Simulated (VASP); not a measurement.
# Al (Im-3m) in VASP: a series of runs

Al is run at these levels: PBE0; tasks: single point.

Program: VASP 6.6.1. These are calculated values, not measurements. Logs are shortened: lines on timing, memory, paths and dates and some standing lists are left out, and cuts for length are marked.

## Step 1: The cell of the first run

Symmetry: Im-3m, No. 229, cubic system. The conventional cell has a = 3.139 Å, b = 3.139 Å, c = 3.139 Å, α = 90.00°, β = 90.00°, γ = 90.00°. Within 3.6 Å of Al (site symmetry m-3m) lie 14 Al at 2.72 to 3.14 Å.

## Step 2: Single point, PBE0

POSCAR reads:

```
Al
1.0
   -1.5697130985      1.5697130985      1.5697130985
    1.5697130985     -1.5697130985      1.5697130985
    1.5697130985      1.5697130985     -1.5697130985
Al
1
Direct
    0.0000000000      0.0000000000      0.0000000000
```

INCAR.step1 reads:

```
SYSTEM = Al
PREC = Accurate
ENCUT = 400
EDIFF = 1E-5
ISMEAR = -1
SIGMA = 0.05
LREAL = .FALSE.
LASPH = .TRUE.
NELM = 120
ALGO = Normal
ISIF = 2
LWAVE = .TRUE.
LCHARG = .FALSE.
GGA = PE
NBANDS = 8
GGA_COMPAT = .FALSE.
```

INCAR.step2 reads:

```
SYSTEM = Al
PREC = Accurate
ENCUT = 400
EDIFF = 1E-6
ISMEAR = -1
SIGMA = 0.05
LREAL = .FALSE.
LASPH = .TRUE.
NELM = 120
ALGO = Normal
ISIF = 2
LWAVE = .FALSE.
LCHARG = .FALSE.
GGA = PE
LHFCALC = .TRUE.
AEXX = 0.25
PRECFOCK = Normal
ISTART = 1
NBANDS = 8
GGA_COMPAT = .FALSE.
```

KPOINTS reads:

```
regular mesh
0
G
  6 6 6
  0 0 0
```

Potentials or basis: VASP PAW PBE potentials, release 64 (Al).

On the command line:

```sh
$ cat potpaw_PBE.64/Al/POTCAR > POTCAR
$ cp INCAR.step1 INCAR
$ mpirun -np 1 vasp_std > vasp.out
$ cp INCAR.step2 INCAR
$ mpirun -np 1 vasp_std > vasp.out
```

OUTCAR:

```text
SYSTEM = Al
   PREC = Accurate
   ENCUT = 400
   EDIFF = 1E-6
   ISMEAR = -1
   LREAL = .FALSE.
   LASPH = .TRUE.
   NELM = 120
   ISIF = 2
   GGA = PE
   LHFCALC = .TRUE.
   AEXX = 0.25
   PRECFOCK = Normal
   ISTART = 1

 ion  position               nearest neighbor table
   1  0.000  0.000  0.000-

  LATTYP: Found a body centered cubic cell.
 ALAT       =     3.1394261970

  Lattice vectors:

 A1 = (  -1.5697130985,   1.5697130985,   1.5697130985)
 A2 = (   1.5697130985,  -1.5697130985,   1.5697130985)
 A3 = (   1.5697130985,   1.5697130985,  -1.5697130985)

Analysis of symmetry for initial positions (statically):
=====================================================================
 Subroutine PRICEL returns:
 Original cell was already a primitive cell.

 Routine SETGRP: Setting up the symmetry group for a
 body centered cubic supercell.

 Subroutine GETGRP returns: Found 48 space group operations
 (whereof 48 operations were pure point group operations)
 out of a pool of 48 trial point group operations.

The static configuration has the point symmetry O_h .

Analysis of symmetry for dynamics (positions and initial velocities):
=====================================================================
 Subroutine PRICEL returns:
 Original cell was already a primitive cell.

 Routine SETGRP: Setting up the symmetry group for a
 body centered cubic supercell.

 Subroutine GETGRP returns: Found 48 space group operations
 (whereof 48 operations were pure point group operations)
 out of a pool of 48 trial point group operations.

The dynamic configuration has the point symmetry O_h .

 Subroutine INISYM returns: Found 48 space group operations
 (whereof 48 operations are pure point group operations),
 and found     1 'primitive' translations

----------------------------------------------------------------------------------------

                                     Primitive cell

  volume of cell :      15.4711

  direct lattice vectors                    reciprocal lattice vectors
    -1.569713099  1.569713099  1.569713099     0.000000000  0.318529546  0.318529546
     1.569713099 -1.569713099  1.569713099     0.318529546  0.000000000  0.318529546
     1.569713099  1.569713099 -1.569713099     0.318529546  0.318529546  0.000000000

  length of vectors
[... 78 lines left out ...]
   ISYM   =      3    0-nonsym 1-usesym 2-fastsym
   POTIM  = 0.5000    time-step for ionic-motion
   TEBEG  =    0.0;   TEEND  =   0.0 temperature during run
   PSTRESS=    0.0 pullay stress
   NELECT =       3.0000    total number of electrons
   NUPDOWN=      -1.0000    fix difference up-down
   EMIN   =  10.00;   EMAX   =-10.00  energy-range for DOS
   EFERMI =   0.00;   METHOD = LEGACY
   ISMEAR =    -1;   SIGMA  =   0.05  broadening in eV -4-tet -1-fermi 0-gaus
   EFERMI_NEDOS =   21; number of points for ismear=-14 and -15
   IALGO  =     38    algorithm
   IMIX   =      1    mixing-type and parameters
     AMIX     =   0.40;   BMIX     =  1.00
     AMIX_MAG =   1.60;   BMIX_MAG =  1.00
  volume/ion in A,a.u.               =      15.47       104.40
  Fermi-wavevector in a.u.,A,eV,Ry     =   0.947563  1.790635 12.216351  0.897877
  Thomas-Fermi vector in A             =   2.075669
   LORBIT       =      0    0 simple, 1 ext, 2 COOP (PROOUT), +10 PAW based schemes
   GGA     = PE    functional components
   LHFCALC =     T    Hartree Fock is set to
   PRECFOCK=normal    Normal, Fast or Accurate (Low or Medium for compatibility)
   ENCUT4O =  -1.0   cutoff for four orbital integrals eV
   NKREDX  =     1    reduce k-point grid by
   NKREDY  =     1    reduce k-point grid by
   NKREDZ  =     1    reduce k-point grid by
   AEXX    =    0.2500 exact exchange contribution
   HFSCREEN=    0.0000 screening length (either q_TF or 0.3 A-1)
   HFSCREENC=   0.0000 screening length for correlation (either q_TF or 0.3 A-1)
   ENCUTFOCK=  -1.0 apply spherical cutoff to Coloumb kernel
   IVDW    =     0    specifies the selected vdW correction
   LEPSILON=     F    determine dielectric tensor
   LRPA    =     F    only Hartree local field effects (RPA)
 non-spin polarized calculation
  energy-cutoff  :      400.00
  volume of cell :       15.47
 maximum number of plane-waves:       321
 NGX is ok and might be reduce to    18
  NGX = 14; NGY = 14; NGZ = 14

 number of electron       3.0000000 magnetization

 Free energy of the ion-electron system (eV)
  ---------------------------------------------------
  ext. energy  EPLUGINS =         0.00000000
  ---------------------------------------------------
  free energy    TOTEN  =        -4.34544705 eV

  energy without entropy =       -4.34126071  energy(sigma->0) =       -4.34335388

 E-fermi :   8.9032     XC(G=0):  -8.2052

 val. band max:        7.4593258565   @ k =   0.5000   0.5000   0.3333
 cond. band min:       9.0005390656   @ k =  -0.3333   0.5000   0.1667
 fundamental gap:      1.5412132091
 Fermi energy:         8.9032435583

 k-point     1 :       0.0000    0.0000    0.0000
  band No.  band energies     occupation
      1      -4.9639      2.00000
      2      23.9352      0.00000
      3      23.9352      0.00000
      4      23.9352      0.00000
      5      25.9830      0.00000
      6      25.9830      0.00000
      7      25.9830      0.00000
      8      27.0540      0.00000
[... 155 lines left out ...]
 k-point    16 :       0.5000    0.5000    0.5000
  band No.  band energies     occupation
      1      12.7681      0.00000
      2      12.7681      0.00000
      3      12.7681      0.00000
      4      13.6357      0.00000
      5      13.6357      0.00000
      6      17.1715      0.00000
      7      37.2118      0.00000
      8      37.2118      0.00000

------------------------ aborting loop because EDIFF is reached ----------------------------------------

  FORCE on cell =-STRESS in cart. coord.  units (eV):
  Direction    XX          YY          ZZ          XY          YZ          ZX
  --------------------------------------------------------------------------------------
  -------------------------------------------------------------------------------------
  Total        0.7007985      0.7007985      0.7007985     -0.0000000      0.0000000     -0.0000000
  in kB       72.5743117     72.5743117     72.5743117     -0.0000000      0.0000000     -0.0000000
  external PRESSURE =      72.5743117 kB  Pullay stress =       0.0000000 kB

 VOLUME and BASIS-vectors are now :
 -----------------------------------------------------------------------------
  energy-cutoff  :      400.00
  volume of cell :       15.47
      direct lattice vectors                 reciprocal lattice vectors
    -1.569713099  1.569713099  1.569713099     0.000000000  0.318529546  0.318529546
     1.569713099 -1.569713099  1.569713099     0.318529546  0.000000000  0.318529546
     1.569713099  1.569713099 -1.569713099     0.318529546  0.318529546  0.000000000

 POSITION                                       TOTAL-FORCE (eV/Angst)
 -----------------------------------------------------------------------------------
      0.00000      0.00000      0.00000         0.000000      0.000000      0.000000
 -----------------------------------------------------------------------------------
    total drift:                               -0.000000     -0.000000     -0.000000

  FREE ENERGIE OF THE ION-ELECTRON SYSTEM (eV)
  ---------------------------------------------------
  free  energy   TOTEN  =        -4.3454470488 eV

  energy  without entropy=       -4.3412607137  energy(sigma->0) =       -4.34335388
```

It took 32 s on 1 thread of Intel Xeon 6975P-C, shared host; peak memory 0.12 GiB.

Results:

```yaml
Free_energy: -4.3454 eV
Pressure: 7.3 GPa
```

Caveat: the k points lie up to 0.47 Å⁻¹ apart; the PAW data sets were made with another functional, which shifts forces and pressure a little.

## Step 3: Single point, PBE0

This run uses another cell than the first one, of 15.79 Å³/atom, 1.021 times its volume.

POSCAR reads:

```
Al
1.0
   -1.5805390481      1.5805390481      1.5805390481
    1.5805390481     -1.5805390481      1.5805390481
    1.5805390481      1.5805390481     -1.5805390481
Al
1
Direct
    0.0000000000      0.0000000000      0.0000000000
```

INCAR.step1 reads:

```
PREC     = Accurate       # precision mode
ENCUT    = 400            # plane-wave cutoff, eV
EDIFF    = 1E-5           # SCF threshold, eV
ISMEAR   = -1             # smearing method
SIGMA    = 0.05           # smearing width, eV
LREAL    = F              # projectors in reciprocal space
LASPH    = T              # aspherical terms in the spheres
NELM     = 120            # most SCF steps
ALGO     = Normal         # electronic algorithm
ISIF     = 2              # what is computed and relaxed
LWAVE    = T              # write WAVECAR
LCHARG   = F              # write CHGCAR
GGA      = PE             # functional
NBANDS   = 8              # bands
GGA_COMPAT= F
```

INCAR.step2 reads:

```
PREC     = Accurate       # precision mode
ENCUT    = 400            # plane-wave cutoff, eV
EDIFF    = 1E-6           # SCF threshold, eV
ISMEAR   = -1             # smearing method
SIGMA    = 0.05           # smearing width, eV
LREAL    = F              # projectors in reciprocal space
LASPH    = T              # aspherical terms in the spheres
NELM     = 120            # most SCF steps
ALGO     = Normal         # electronic algorithm
ISIF     = 2              # what is computed and relaxed
LWAVE    = F              # write WAVECAR
LCHARG   = F              # write CHGCAR
GGA      = PE             # functional
LHFCALC  = T              # exact exchange
AEXX     = 0.25           # exact-exchange fraction
PRECFOCK = Normal       
ISTART   = 1            
NBANDS   = 8              # bands
GGA_COMPAT= F
```

KPOINTS reads:

```
Automatic mesh
0
Gamma
  6 6 6
```

Potentials or basis: VASP PAW PBE potentials, release 64 (Al).

On the command line:

```sh
$ cat potpaw_PBE.64/Al/POTCAR > POTCAR
$ cp INCAR.step1 INCAR
$ mpirun -np 1 vasp_std > vasp.out
$ cp INCAR.step2 INCAR
$ mpirun -np 1 vasp_std > vasp.out
```

Wall time 20 s (1 thread of Intel Xeon 6975P-C, shared host); peak memory 0.12 GiB.

Results (log left out):

| Property | Result |
| --- | --- |
| Free energy | -4.3580 eV |
| Pressure | 5.1 GPa |

Levels at points of the mesh, in eV from the Fermi level:
```tsv
k point	band 1	band 2	band 3	band 4	band 5
(0.00, 0.00, 0.00)	-13.73	14.87	14.87	14.87	16.72
(0.50, 0.00, 0.00)	-5.82	-5.11	9.40	9.55	11.30
(0.50, 0.50, 0.50)	3.79	3.79	3.79	4.72	4.72
```

Caveat: the k points lie up to 0.47 Å⁻¹ apart; the PAW data sets were made with another functional, which shifts forces and pressure a little.
